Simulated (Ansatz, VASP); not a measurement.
# Two plane-wave programs on Ge

```
Ge
1.0
     1.43208   -2.66553    0.00000
     1.43208    2.66553    0.00000
     0.00000    0.00000    2.69823
Ge
1
Cartesian
  1.4321 0.0000 0.0000
```

Change from the starting cell: strain +0.025 along x and y, +0.000 along z, atoms carried along.

Alike in both runs: task single point; functional PBE; k mesh 20 × 20 × 18; occupations gaussian, width 0.15 eV; no spin polarisation.

|  | VASP | Ansatz |
| --- | --- | --- |
| version | VASP 6.6.1 | Ansatz 0.2.0 |
| potentials or method | VASP PAW PBE potentials, release 64 (Ge_d), cutoff 520 eV | scalar-relativistic, plane waves, PAW |
| valence electrons in the cell | 14 | 14 |

VASP gave:

| Item | Value |
| --- | --- |
| gap on the k mesh at the Fermi level (eV) | none |
| pressure (GPa) | -3.5 |
| traceless stress, the component that is largest in VASP (GPa) | 2.54 |

Task: Which values does Ansatz return?

Result: gap on the k mesh at the Fermi level (eV): none; pressure (GPa): -3.4; traceless stress, the component that is largest in VASP (GPa): 2.55.

A gap of «none» marks a metal or a gap that the smearing closes. With one functional, cell and mesh, what is left measures potentials, basis and numerics.
